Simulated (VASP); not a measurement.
# PbSe (I4/mmm) in VASP: notebook

The runs below take PbSe through single point, with PBEsol.

Program: VASP 6.6.1. These are calculated values, not measurements. Logs are shortened: lines on timing, memory, paths and dates and some standing lists are left out, and cuts for length are marked.

### Step 1. The cell of the first run

Symmetry: I4/mmm, No. 139, tetragonal system. The conventional cell has a = 4.287 Å, b = 4.287 Å, c = 6.124 Å, α = 90.00°, β = 90.00°, γ = 90.00°. Pb (site symmetry 4/mmm) has 6 Se at 3.03 to 3.06 Å within 4.0 Å. Within 4.0 Å of Se (site symmetry 4/mmm) lie 6 Pb at 3.03 to 3.06 Å.

### Step 2. Single point, PBEsol (equal xx and yy strain of -1 %)

Input file INCAR:

```
SYSTEM = PbSe
PREC     = Accurate       ! precision mode
ENCUT    = 520            ! plane-wave cutoff, eV
EDIFF    = 1E-6           ! SCF threshold, eV
ISMEAR   = -1             ! smearing method
SIGMA    = 0.02           ! smearing width, eV
LREAL    = .FALSE.        ! projectors in reciprocal space
LASPH    = .TRUE.         ! aspherical terms in the spheres
NELM     = 100            ! most SCF steps
ALGO     = Normal         ! electronic algorithm
ISIF     = 2              ! what is computed and relaxed
LWAVE    = .FALSE.        ! write WAVECAR
LCHARG   = .FALSE.        ! write CHGCAR
GGA      = PS             ! functional
NBANDS   = 17             ! bands
```

Input file KPOINTS:

```
regular mesh
0
G
  7 7 7
  0 0 0
```

Input file POSCAR:

```
PbSe
1.0
    0.0000000000      3.0315285000      3.0621500000
    3.0315285000      0.0000000000      3.0621500000
    3.0315285000      3.0315285000      0.0000000000
Pb Se
1 1
Direct
    0.0000000000      0.0000000000      0.0000000000
    0.5000000000      0.5000000000      0.5000000000
```

Potentials or basis: VASP PAW PBE potentials, release 64 (Pb_d, Se).

On the command line:

```bash
$ cat potpaw_PBE.64/Pb_d/POTCAR potpaw_PBE.64/Se/POTCAR > POTCAR
$ mpirun -np 1 vasp_std > vasp.out
```

OUTCAR:

```text
SYSTEM = PbSe
   PREC = Accurate
   ENCUT = 520
   EDIFF = 1E-6
   ISMEAR = -1
   LREAL = .FALSE.
   LASPH = .TRUE.
   NELM = 100
   ISIF = 2
   GGA = PS

 ion  position               nearest neighbor table
   1  0.000  0.000  0.000-   2 3.03   2 3.03   2 3.03   2 3.03   2 3.06   2 3.06
   2  0.500  0.500  0.500-   1 3.03   1 3.03   1 3.03   1 3.03   1 3.06   1 3.06

  LATTYP: Found a body centered tetragonal cell.
 ALAT       =     4.2872287194
 C/A-ratio  =     1.4284985479

  Lattice vectors:

 A1 = (  -3.0315285000,   0.0000000000,   3.0621500000)
 A2 = (   3.0315285000,   0.0000000000,   3.0621500000)
 A3 = (   0.0000000000,   3.0315285000,  -3.0621500000)

Analysis of symmetry for initial positions (statically):
=====================================================================
 Subroutine PRICEL returns:
 Original cell was already a primitive cell.

 Routine SETGRP: Setting up the symmetry group for a
 body centered tetragonal supercell.

 Subroutine GETGRP returns: Found 16 space group operations
 (whereof 16 operations were pure point group operations)
 out of a pool of 16 trial point group operations.

The static configuration has the point symmetry D_4h.

Analysis of symmetry for dynamics (positions and initial velocities):
=====================================================================
 Subroutine PRICEL returns:
 Original cell was already a primitive cell.

 Routine SETGRP: Setting up the symmetry group for a
 body centered tetragonal supercell.

 Subroutine GETGRP returns: Found 16 space group operations
 (whereof 16 operations were pure point group operations)
 out of a pool of 16 trial point group operations.

The dynamic configuration has the point symmetry D_4h.

 Subroutine INISYM returns: Found 16 space group operations
 (whereof 16 operations are pure point group operations),
 and found     1 'primitive' translations

----------------------------------------------------------------------------------------

                                     Primitive cell

  volume of cell :      56.2833

  direct lattice vectors                    reciprocal lattice vectors
     0.000000000  3.031528500  3.062150000    -0.164933300  0.164933300  0.163283967
     3.031528500  0.000000000  3.062150000     0.164933300 -0.164933300  0.163283967
     3.031528500  3.031528500  0.000000000     0.164933300  0.164933300 -0.163283967

  length of vectors
     4.308935793  4.308935793  4.287228719     0.284723798  0.284723798  0.284723798

  position of ions in fractional coordinates (direct lattice)
     0.000000000  0.000000000  0.000000000
     0.500000000  0.500000000  0.500000000

  ion indices of the primitive-cell ions
   primitive index   ion index
                 1           1
                 2           2

----------------------------------------------------------------------------------------

 KPOINTS: regular mesh

Automatic generation of k-mesh.
 Grid dimensions read from file:
 generate k-points for:    7    7    7

 Generating k-lattice:

  Cartesian coordinates                     Fractional coordinates (reciprocal lattice)
    -0.023561900  0.023561900  0.023326281     0.142857143  0.000000000  0.000000000
     0.023561900 -0.023561900  0.023326281     0.000000000  0.142857143  0.000000000
     0.023561900  0.023561900 -0.023326281     0.000000000  0.000000000  0.142857143

  Length of vectors
     0.040674828  0.040674828  0.040674828

  Shift w.r.t. Gamma in fractional coordinates (k-lattice)
     0.000000000  0.000000000  0.000000000

 Subroutine IBZKPT returns following result:
 ===========================================

 Found     40 irreducible k-points:

 Following reciprocal coordinates:
            Coordinates               Weight
  0.000000  0.000000  0.000000      1.000000
  0.142857 -0.000000  0.000000      8.000000
  0.285714  0.000000  0.000000      8.000000
  0.428571  0.000000  0.000000      8.000000
  0.142857  0.142857  0.000000      2.000000
  0.285714  0.142857  0.000000      8.000000
[... 16 lines left out ...]
  0.428571  0.285714  0.142857      8.000000
 -0.428571  0.285714  0.142857     16.000000
 [... further k-points ...]
   k-points           NKPTS =     40   k-points in BZ     NKDIM =     40   number of bands    NBANDS=     17
   number of dos      NEDOS =    301   number of ions     NIONS =      2
   total plane-waves  NPLWV =  32768
   dimension x,y,z NGX =    32 NGY =   32 NGZ =   32
   dimension x,y,z NGXF=    64 NGYF=   64 NGZF=   64
   ions per type =               1   1
   NGX,Y,Z   is equivalent  to a cutoff of  12.35, 12.35, 12.41 a.u.
   NGXF,Y,Z  is equivalent  to a cutoff of  24.69, 24.69, 24.82 a.u.
 SYSTEM =  PbSe
   PREC   = accura    normal or accurate (medium, high low for compatibility)
   ISTART =      0    job   : 0-new  1-cont  2-samecut
   ICHARG =      2    charge: 1-file 2-atom 10-const
   ISPIN  =      1    spin polarized calculation?
   LNONCOLLINEAR =      F non collinear calculations
   LSORBIT =      F    spin-orbit coupling
   LASPH  =      T    aspherical Exc in radial PAW
   ENCUT  =  520.0 eV  38.22 Ry    6.18 a.u.   8.01  8.01  7.97*2*pi/ulx,y,z
   NELM   =    100;   NELMIN=  2; NELMDL= -5     # of ELM steps
   EDIFF  = 0.1E-05   stopping-criterion for ELM
   LREAL  =      F    real-space projection
   EDIFFG = 0.1E-04   stopping-criterion for IOM
   NSW    =      0    number of steps for IOM
   IBRION =     -1    ionic relax: 0-MD 1-quasi-New 2-CG
   NFREE  =      0    steps in history (QN), initial steepest desc. (CG)
   ISIF   =      2    stress and relaxation
   ISYM   =      2    0-nonsym 1-usesym 2-fastsym
   POTIM  = 0.5000    time-step for ionic-motion
   TEBEG  =    0.0;   TEEND  =   0.0 temperature during run
   PSTRESS=    0.0 pullay stress
   NELECT =      20.0000    total number of electrons
   NUPDOWN=      -1.0000    fix difference up-down
   EMIN   =  10.00;   EMAX   =-10.00  energy-range for DOS
   EFERMI =   0.00;   METHOD = LEGACY
   ISMEAR =    -1;   SIGMA  =   0.02  broadening in eV -4-tet -1-fermi 0-gaus
   EFERMI_NEDOS =   21; number of points for ismear=-14 and -15
   IALGO  =     38    algorithm
   IMIX   =      4    mixing-type and parameters
     AMIX     =   0.40;   BMIX     =  1.00
     AMIX_MAG =   1.60;   BMIX_MAG =  1.00
  volume/ion in A,a.u.               =      28.14       189.91
  Fermi-wavevector in a.u.,A,eV,Ry     =   1.159556  2.191242 18.293974  1.344569
  Thomas-Fermi vector in A             =   2.296147
   LORBIT       =      0    0 simple, 1 ext, 2 COOP (PROOUT), +10 PAW based schemes
   GGA     = PS    functional components
   LHFCALC =     F    Hartree Fock is set to
   AEXX    =    0.0000 exact exchange contribution
   IVDW    =     0    specifies the selected vdW correction
   LEPSILON=     F    determine dielectric tensor
   LRPA    =     F    only Hartree local field effects (RPA)
 non-spin polarized calculation
  energy-cutoff  :      520.00
  volume of cell :       56.28
 maximum number of plane-waves:      1536
   NGX = 17   NGY = 17   NGZ = 15

 number of electron      20.0000004 magnetization

 Free energy of the ion-electron system (eV)
  ---------------------------------------------------
  ext. energy  EPLUGINS =         0.00000000
  ---------------------------------------------------
  free energy    TOTEN  =        -8.91769916 eV

  energy without entropy =       -8.91769916  energy(sigma->0) =       -8.91769916

 E-fermi :   5.2525     XC(G=0):  -9.8060

 val. band max:        4.8602709839   @ k =   0.4286   0.0000   0.0000
 cond. band min:       5.6675785140   @ k =   0.4286   0.0000   0.0000
 fundamental gap:      0.8073075301
 Fermi energy:         5.2524845090

 k-point     1 :       0.0000    0.0000    0.0000
  band No.  band energies     occupation
      1     -11.6386      2.00000
      2     -11.6369      2.00000
      3     -11.6369      2.00000
      4     -11.6349      2.00000
      5     -11.6333      2.00000
      6      -8.6274      2.00000
[... 9 lines left out ...]
     16      11.5708      0.00000
     17      13.0865      0.00000

 k-point     2 :       0.1429   -0.0000    0.0000
  band No.  band energies     occupation
      1     -11.6431      2.00000
      2     -11.6394      2.00000
      3     -11.6357      2.00000
      4     -11.6296      2.00000
      5     -11.6288      2.00000
      6      -8.4675      2.00000
[... 9 lines left out ...]
     16      12.0123      0.00000
     17      14.5557      0.00000

 k-point     3 :       0.2857    0.0000    0.0000
  band No.  band energies     occupation
      1     -11.6542      2.00000
      2     -11.6511      2.00000
      3     -11.6344      2.00000
      4     -11.6149      2.00000
      5     -11.6131      2.00000
      6      -8.0415      2.00000
[... 9 lines left out ...]
     16      13.1198      0.00000
     17      16.7628      0.00000

 k-point     4 :       0.4286    0.0000    0.0000
  band No.  band energies     occupation
      1     -11.6630      2.00000
      2     -11.6606      2.00000
      3     -11.6338      2.00000
      4     -11.6029      2.00000
      5     -11.6002      2.00000
      6      -7.5866      2.00000
[... 9 lines left out ...]
     16      14.7490      0.00000
     17      15.8824      0.00000
[... 343 lines left out ...]
      1     -11.6503      2.00000
      2     -11.6459      2.00000
      3     -11.6345      2.00000
      4     -11.6256      2.00000
      5     -11.6183      2.00000
      6      -8.2146      2.00000
[... 9 lines left out ...]
     16      13.4557      0.00000
     17      14.5524      0.00000

 k-point    23 :       0.4286    0.2857    0.1429
  band No.  band energies     occupation
      1     -11.6956      2.00000
      2     -11.6379      2.00000
      3     -11.6366      2.00000
      4     -11.6086      2.00000
      5     -11.6075      2.00000
      6      -7.6953      2.00000
[... 9 lines left out ...]
     16      15.0963      0.00000
     17      15.7841      0.00000

 k-point    24 :      -0.4286    0.2857    0.1429
  band No.  band energies     occupation
      1     -11.7079      2.00000
      2     -11.6448      2.00000
      3     -11.6259      2.00000
      4     -11.6135      2.00000
      5     -11.5985      2.00000
      6      -7.3191      2.00000
[... 9 lines left out ...]
     16      15.4222      0.00000
     17      16.6001      0.00000

 [... further k-points ...]
[... 5 lines left out ...]
  --------------------------------------------------------------------------------------
  -------------------------------------------------------------------------------------
  Total        0.3100518      0.3100518     -0.1464498      0.0000000      0.0000000      0.0000000
  in kB        8.8260236      8.8260236     -4.1688818      0.0000000      0.0000000      0.0000000
  external PRESSURE =       4.4943885 kB  Pullay stress =       0.0000000 kB

 VOLUME and BASIS-vectors are now :
 -----------------------------------------------------------------------------
  energy-cutoff  :      520.00
  volume of cell :       56.28
      direct lattice vectors                 reciprocal lattice vectors
     0.000000000  3.031528500  3.062150000    -0.164933300  0.164933300  0.163283967
     3.031528500  0.000000000  3.062150000     0.164933300 -0.164933300  0.163283967
     3.031528500  3.031528500  0.000000000     0.164933300  0.164933300 -0.163283967

 POSITION                                       TOTAL-FORCE (eV/Angst)
 -----------------------------------------------------------------------------------
      0.00000      0.00000      0.00000        -0.000000      0.000000     -0.000000
      3.03153      3.03153      3.06215         0.000000     -0.000000      0.000000
 -----------------------------------------------------------------------------------
    total drift:                                0.000000     -0.000000     -0.000000

  FREE ENERGIE OF THE ION-ELECTRON SYSTEM (eV)
  ---------------------------------------------------
  free  energy   TOTEN  =        -8.9176991590 eV

  energy  without entropy=       -8.9176991589  energy(sigma->0) =       -8.91769916
```

Wall time 21 s (1 thread of AMD EPYC 7R13 (Zen 3), shared host); peak memory 0.16 GiB.

Results:

```yaml
Free_energy: -8.9177 eV
Pressure: 0.4 GPa
Band_gap_on_the_k_mesh: 0.81 eV, direct
```

Levels at points of the mesh, in eV from the valence-band top:
```csv
k point,band 6,band 7,band 8,band 9,band 10,band 11,band 12,band 13,band 14,band 15
"(0.00, 0.00, 0.00)",-13.49,-6.02,-1.71,-1.71,-1.62,4.84,5.08,5.08,6.65,6.71
```

Caveat: the cell differs from its parent crystal (equal xx and yy strain of -1 %); the PAW data sets were made with another functional, which shifts forces and pressure a little; spin-orbit coupling is left out, which moves the levels of the heavy elements. A k mesh can miss the band edges.

### Step 3. Single point, PBEsol (zz strain of -2 %)

Input file INCAR:

```
PREC = Accurate ; ENCUT = 520
EDIFF = 1E-6 ; ISMEAR = -1
SIGMA = 0.02 ; LREAL = F
LASPH = T ; NELM = 60
ALGO = Normal ; ISIF = 2
LWAVE = F ; LCHARG = F
GGA = PS ; NBANDS = 17
```

Input file KPOINTS:

```
Automatic mesh
0
Gamma
  7 7 7
```

Input file POSCAR:

```
PbSe
1.0
    0.0000000000      3.0621500000      3.0009070000
    3.0621500000      0.0000000000      3.0009070000
    3.0621500000      3.0621500000      0.0000000000
Pb Se
1 1
Direct
    0.0000000000      0.0000000000      0.0000000000
    0.5000000000      0.5000000000      0.5000000000
```

Potentials or basis: VASP PAW PBE potentials, release 64 (Pb_d, Se).

On the command line:

```bash
$ cat potpaw_PBE.64/Pb_d/POTCAR potpaw_PBE.64/Se/POTCAR > POTCAR
$ mpirun -np 1 vasp_std > vasp.out
```

OUTCAR:

```text
PREC = Accurate
   ENCUT = 520
   EDIFF = 1E-6
   ISMEAR = -1
   LREAL = F
   LASPH = T
   NELM = 60
   ISIF = 2
   GGA = PS

 ion  position               nearest neighbor table
   1  0.000  0.000  0.000-   2 3.00   2 3.00   2 3.06   2 3.06   2 3.06   2 3.06
   2  0.500  0.500  0.500-   1 3.00   1 3.00   1 3.06   1 3.06   1 3.06   1 3.06

  LATTYP: Found a body centered tetragonal cell.
 ALAT       =     4.3305340600
 C/A-ratio  =     1.3859292911

  Lattice vectors:

 A1 = (   0.0000000000,  -3.0621500000,  -3.0009070000)
 A2 = (   0.0000000000,   3.0621500000,  -3.0009070000)
 A3 = (   3.0621500000,   0.0000000000,   3.0009070000)

Analysis of symmetry for initial positions (statically):
=====================================================================
 Subroutine PRICEL returns:
 Original cell was already a primitive cell.

 Routine SETGRP: Setting up the symmetry group for a
 body centered tetragonal supercell.

 Subroutine GETGRP returns: Found 16 space group operations
 (whereof 16 operations were pure point group operations)
[... 156 lines left out ...]
  ---------------------------------------------------
  ext. energy  EPLUGINS =         0.00000000
  ---------------------------------------------------
  free energy    TOTEN  =        -8.91277563 eV

  energy without entropy =       -8.91277563  energy(sigma->0) =       -8.91277563

 E-fermi :   5.2665     XC(G=0):  -9.8060

 val. band max:        4.8660379643   @ k =   0.4286  -0.0000   0.0000
 cond. band min:       5.6670703066   @ k =   0.4286  -0.0000   0.0000
 fundamental gap:      0.8010323424
 Fermi energy:         5.2664643274

 k-point     1 :       0.0000    0.0000    0.0000
  band No.  band energies     occupation
      1     -11.6397      2.00000
      2     -11.6378      2.00000
      3     -11.6337      2.00000
      4     -11.6337      2.00000
      5     -11.6308      2.00000
      6      -8.6280      2.00000
[... 457 lines left out ...]
      4     -11.6085      2.00000
      5     -11.5930      2.00000
      6      -7.2906      2.00000
[... 9 lines left out ...]
     16      15.6287      0.00000
     17      16.5072      0.00000

 [... further k-points ...]
[... 5 lines left out ...]
  --------------------------------------------------------------------------------------
  -------------------------------------------------------------------------------------
  Total       -0.1466465     -0.1466465      0.8244252      0.0000000      0.0000000     -0.0000000
  in kB       -4.1749076     -4.1749076     23.4707193      0.0000000      0.0000000     -0.0000000
  external PRESSURE =       5.0403014 kB  Pullay stress =       0.0000000 kB

 VOLUME and BASIS-vectors are now :
 -----------------------------------------------------------------------------
  energy-cutoff  :      520.00
  volume of cell :       56.28
      direct lattice vectors                 reciprocal lattice vectors
     0.000000000  3.062150000  3.000907000    -0.163283967  0.163283967  0.166616293
     3.062150000  0.000000000  3.000907000     0.163283967 -0.163283967  0.166616293
     3.062150000  3.062150000  0.000000000     0.163283967  0.163283967 -0.166616293

 POSITION                                       TOTAL-FORCE (eV/Angst)
 -----------------------------------------------------------------------------------
      0.00000      0.00000      0.00000        -0.000000      0.000000     -0.000000
      3.06215      3.06215      3.00091         0.000000     -0.000000      0.000000
 -----------------------------------------------------------------------------------
    total drift:                                0.000000     -0.000000     -0.000000

  FREE ENERGIE OF THE ION-ELECTRON SYSTEM (eV)
  ---------------------------------------------------
  free  energy   TOTEN  =        -8.9127756336 eV

  energy  without entropy=       -8.9127756335  energy(sigma->0) =       -8.91277563
```

OSZICAR:

```text
N       E                     dE             d eps       ncg     rms          rms(c)
DAV:   1     0.156593685845E+03    0.15659E+03   -0.95738E+03  1360   0.121E+03
DAV:   2     0.214638134885E+01   -0.15445E+03   -0.14913E+03  1445   0.304E+02
DAV:   3    -0.890583992703E+01   -0.11052E+02   -0.10890E+02  1720   0.871E+01
DAV:   4    -0.915934988628E+01   -0.25351E+00   -0.25327E+00  1725   0.148E+01
DAV:   5    -0.916760492395E+01   -0.82550E-02   -0.82547E-02  1964   0.257E+00    0.271E+00
DAV:   6    -0.891986919821E+01    0.24774E+00   -0.60032E-01  2137   0.577E+00    0.156E+00
DAV:   7    -0.891249596973E+01    0.73732E-02   -0.98193E-02  1724   0.160E+00    0.814E-01
DAV:   8    -0.891306520925E+01   -0.56924E-03   -0.97218E-03  1741   0.107E+00    0.119E-01
DAV:   9    -0.891275931636E+01    0.30589E-03   -0.20949E-03  2168   0.430E-01    0.443E-02
DAV:  10    -0.891277638063E+01   -0.17064E-04   -0.14240E-04  1568   0.707E-02    0.155E-02
DAV:  11    -0.891277573526E+01    0.64537E-06   -0.27750E-05  1939   0.515E-02    0.582E-03
DAV:  12    -0.891277563356E+01    0.10171E-06   -0.16624E-06  1332   0.144E-02
   1 F= -.89127756E+01 E0= -.89127756E+01  d E =-.809374E-10
```

It took 62 s on 1 thread of AMD EPYC 7R13, shared host; peak memory 0.17 GiB.

What came out:

```
Free energy            : -8.9128 eV
Pressure               : 0.5 GPa
Band gap on the k mesh : 0.80 eV, direct
```

Caveat: the cell differs from its parent crystal (zz strain of -2 %); the PAW data sets were made with another functional, which shifts forces and pressure a little; spin-orbit coupling is left out, which moves the levels of the heavy elements.
